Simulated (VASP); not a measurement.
# Pt (I4/mmm) in VASP: further runs, part 2 of 2

VASP 6.6.1. The steps go on from the part before.

## Step 4: Single point, PBE (strain -0.025 along x and y, +0.000 along z)

INCAR reads:

```
ALGO = Normal
EDIFF = 1E-7
ENCUT = 520
GGA = PE
ISIF = 2
ISMEAR = 0
LASPH = T
LCHARG = F
LREAL = F
LWAVE = F
NBANDS = 11
NELM = 80
PREC = Accurate
SIGMA = 0.15
```

KPOINTS reads:

```
k-points
0
Gamma
  20 20 20
```

POSCAR reads:

```
Pt
1.0
    0.0000000000      1.9089525000      1.9579000000
    1.9089525000      0.0000000000      1.9579000000
    1.9089525000      1.9089525000      0.0000000000
Pt
1
Direct
    0.0000000000      0.0000000000      0.0000000000
```

Potentials or basis: VASP PAW PBE potentials, release 64 (Pt).

The run is started by

```console
$ cat potpaw_PBE.64/Pt/POTCAR > POTCAR
$ mpirun -np 1 vasp_std > vasp.out
```

OUTCAR:

```text
EDIFF = 1E-7
   ENCUT = 520
   GGA = PE
   ISIF = 2
   ISMEAR = 0
   LASPH = T
   LREAL = F
   NELM = 80
   PREC = Accurate

 ion  position               nearest neighbor table
   1  0.000  0.000  0.000-

  LATTYP: Found a body centered tetragonal cell.
 ALAT       =     2.6996665154
 C/A-ratio  =     1.4504754486

  Lattice vectors:

 A1 = (  -1.9089525000,   0.0000000000,   1.9579000000)
 A2 = (   1.9089525000,   0.0000000000,   1.9579000000)
 A3 = (   0.0000000000,   1.9089525000,  -1.9579000000)

Analysis of symmetry for initial positions (statically):
=====================================================================
 Subroutine PRICEL returns:
 Original cell was already a primitive cell.

 Routine SETGRP: Setting up the symmetry group for a
 body centered tetragonal supercell.

 Subroutine GETGRP returns: Found 16 space group operations
 (whereof 16 operations were pure point group operations)
 out of a pool of 16 trial point group operations.

The static configuration has the point symmetry D_4h.

Analysis of symmetry for dynamics (positions and initial velocities):
=====================================================================
 Subroutine PRICEL returns:
 Original cell was already a primitive cell.

 Routine SETGRP: Setting up the symmetry group for a
 body centered tetragonal supercell.

 Subroutine GETGRP returns: Found 16 space group operations
 (whereof 16 operations were pure point group operations)
 out of a pool of 16 trial point group operations.

The dynamic configuration has the point symmetry D_4h.

 Subroutine INISYM returns: Found 16 space group operations
 (whereof 16 operations are pure point group operations),
 and found     1 'primitive' translations

----------------------------------------------------------------------------------------

                                     Primitive cell

  volume of cell :      14.2696

  direct lattice vectors                    reciprocal lattice vectors
     0.000000000  1.908952500  1.957900000    -0.261923751  0.261923751  0.255375658
[... 108 lines left out ...]
   LORBIT       =      0    0 simple, 1 ext, 2 COOP (PROOUT), +10 PAW based schemes
   GGA     = PE    functional components
   LHFCALC =     F    Hartree Fock is set to
   AEXX    =    0.0000 exact exchange contribution
   IVDW    =     0    specifies the selected vdW correction
   LEPSILON=     F    determine dielectric tensor
   LRPA    =     F    only Hartree local field effects (RPA)
 non-spin polarized calculation
 Gauss-broadening in eV      SIGMA  =   0.15
  energy-cutoff  :      520.00
  volume of cell :       14.27
 maximum number of plane-waves:       396
   NGX = 11   NGY = 11   NGZ =  9

 number of electron      10.0000000 magnetization

 number of electron       9.9999999 magnetization

 Free energy of the ion-electron system (eV)
  ---------------------------------------------------
  ext. energy  EPLUGINS =         0.00000000
  ---------------------------------------------------
  free energy    TOTEN  =        -5.99589556 eV

  energy without entropy =       -5.97801245  energy(sigma->0) =       -5.98695400

 E-fermi :  12.3729     XC(G=0): -13.8244

 val. band max:       12.3677736228   @ k =  -0.4500   0.0000   0.2500
 cond. band min:      12.3742569937   @ k =   0.4500  -0.0000   0.0500
 fundamental gap:      0.0064833710
 Fermi energy:        12.3729128593

 k-point     1 :       0.0000    0.0000    0.0000
  band No.  band energies     occupation
      1       1.5081      2.00000
      2       8.0105      2.00000
      3       8.3343      2.00000
      4       8.3343      2.00000
      5      10.3853      2.00000
      6      10.7738      2.00000
      7      26.8358      0.00000
      8      31.6334      0.00000
      9      32.3517      0.00000
     10      32.3517      0.00000
     11      37.6758      0.00000
[... 309 lines left out ...]
 k-point    24 :      -0.3500    0.0500    0.0000
  band No.  band energies     occupation
      1       4.4933      2.00000
      2       8.1450      2.00000
      3       8.5422      2.00000
      4       9.2233      2.00000
      5      11.4863      2.00000
      6      12.2743      1.64759
      7      21.8722      0.00000
      8      27.4028      0.00000
      9      32.3007      0.00000
     10      34.2269      0.00000
     11      38.0222      0.00000

 [... further k-points ...]
[... 5 lines left out ...]
  --------------------------------------------------------------------------------------
  -------------------------------------------------------------------------------------
  Total        2.6767337      2.6767337      2.3547462      0.0000000      0.0000000     -0.0000000
  in kB      300.5418827    300.5418827    264.3893396      0.0000000      0.0000000     -0.0000000
  external PRESSURE =     288.4910350 kB  Pullay stress =       0.0000000 kB

 VOLUME and BASIS-vectors are now :
 -----------------------------------------------------------------------------
  energy-cutoff  :      520.00
  volume of cell :       14.27
      direct lattice vectors                 reciprocal lattice vectors
     0.000000000  1.908952500  1.957900000    -0.261923751  0.261923751  0.255375658
     1.908952500  0.000000000  1.957900000     0.261923751 -0.261923751  0.255375658
     1.908952500  1.908952500  0.000000000     0.261923751  0.261923751 -0.255375658

 POSITION                                       TOTAL-FORCE (eV/Angst)
 -----------------------------------------------------------------------------------
      0.00000      0.00000      0.00000         0.000000     -0.000000      0.000000
 -----------------------------------------------------------------------------------
    total drift:                                0.000000     -0.000000     -0.000000

  FREE ENERGIE OF THE ION-ELECTRON SYSTEM (eV)
  ---------------------------------------------------
  free  energy   TOTEN  =        -5.9958955556 eV

  energy  without entropy=       -5.9780124525  energy(sigma->0) =       -5.98695400
```

stdout:

```text
POSCAR found type information on POSCAR Pt
 POSCAR found :  1 types and       1 ions
 scaLAPACK will be used
 LDA part: xc-table for (Slater+PW92), standard interpolation
 POSCAR, INCAR and KPOINTS ok, starting setup
 FFT: planning ... GRIDC
 FFT: planning ... GRID_SOFT
 FFT: planning ... GRID
 WAVECAR not read
 entering main loop
```

It took 94 s on 1 thread of Intel Xeon 8259CL, shared host; peak memory 0.22 GiB.

What came out:

```yaml
Free_energy: -5.9959 eV
Pressure: 28.8 GPa
Band_gap_on_the_k_mesh: zero (bands 5 and 6 overlap by 2.61 eV)
```

Caveat: the cell differs from its parent crystal (strain -0.025 along x and y, +0.000 along z); the cell stands under pressure; spin-orbit coupling is left out, which moves the levels of the heavy elements.

## Step 5: Single point, PBE (strain +0.000 along x and y, -0.025 along z)

INCAR reads:

```
PREC = Accurate ; ENCUT = 520
EDIFF = 1E-6 ; ISMEAR = 0
SIGMA = 0.15 ; LREAL = False
LASPH = True ; NELM = 60
ALGO = Normal ; ISIF = 2
LWAVE = False ; LCHARG = True
GGA = PE ; LELF = True
LVHAR = True ; NBANDS = 11
```

KPOINTS reads:

```
Automatic mesh
0
Gamma
  20 20 20
```

POSCAR reads:

```
Pt
1.0
    0.0000000000      1.9579000000      1.9089525000
    1.9579000000      0.0000000000      1.9089525000
    1.9579000000      1.9579000000      0.0000000000
Pt
1
Direct
    0.0000000000      0.0000000000      0.0000000000
```

The run is started by

```console
$ cat potpaw_PBE.64/Pt/POTCAR > POTCAR
$ mpirun -np 1 vasp_std > vasp.out
```

Run time: 96 s. Hardware: 1 thread of Intel Xeon 8259CL, shared host; peak memory 0.22 GiB.

The run converged. Its results:

```
Free energy            : -6.0514 eV
Pressure               : 19.4 GPa
Band gap on the k mesh : zero (bands 5 and 6 overlap by 2.44 eV)
```

Stress tensor (GPa, compression positive):
```
18.54  0.00  0.00
 0.00 18.54  0.00
 0.00  0.00 21.10
```

Levels at points of the mesh, in eV from the Fermi level:
| k point | band 3 | band 4 | band 5 | band 6 | band 7 | band 8 |
| --- | --- | --- | --- | --- | --- | --- |
| (0.00, 0.00, 0.00) | -4.08 | -3.78 | -1.90 | -1.54 | 14.55 | 19.45 |
| (0.50, 0.00, 0.00) | -3.90 | -0.60 | -0.04 | 0.12 | 6.08 | 14.10 |
| (0.50, 0.50, 0.00) | -0.01 | 0.53 | 0.53 | 2.06 | 9.66 | 11.18 |
| (0.50, 0.00, 0.50) | 0.01 | 0.39 | 0.64 | 1.55 | 8.99 | 11.54 |

Caveat: the cell differs from its parent crystal (strain +0.000 along x and y, -0.025 along z); the cell stands under pressure; spin-orbit coupling is left out, which moves the levels of the heavy elements.

## Step 6: Overview

```csv
cell,gap on the mesh (eV),pressure (GPa)
"a = 2.665, b = 2.665, c = 2.700 Å, angles 59.6, 59.6, 60.9°, 1 atom",none,51.9
"a = 2.736, b = 2.736, c = 2.630 Å, angles 61.3, 61.3, 57.5°, 1 atom",none,41.3
"a = 2.734, b = 2.734, c = 2.700 Å, angles 60.4, 60.4, 59.2°, 1 atom",none,28.8
"a = 2.734, b = 2.734, c = 2.769 Å, angles 59.6, 59.6, 60.8°, 1 atom",none,19.4
```

Alike in all rows: task single point; level PBE; potentials or basis VASP PAW PBE potentials, release 64 (Pt); no spin polarisation; k mesh 20 × 20 × 20; cutoff (eV) 520; smearing gaussian 0.15 eV.

Caveats: the cell stands under pressure; spin-orbit coupling is left out, which moves the levels of the heavy elements.

Total energies depend on the potentials used, so only differences within one code and one set of settings carry meaning.
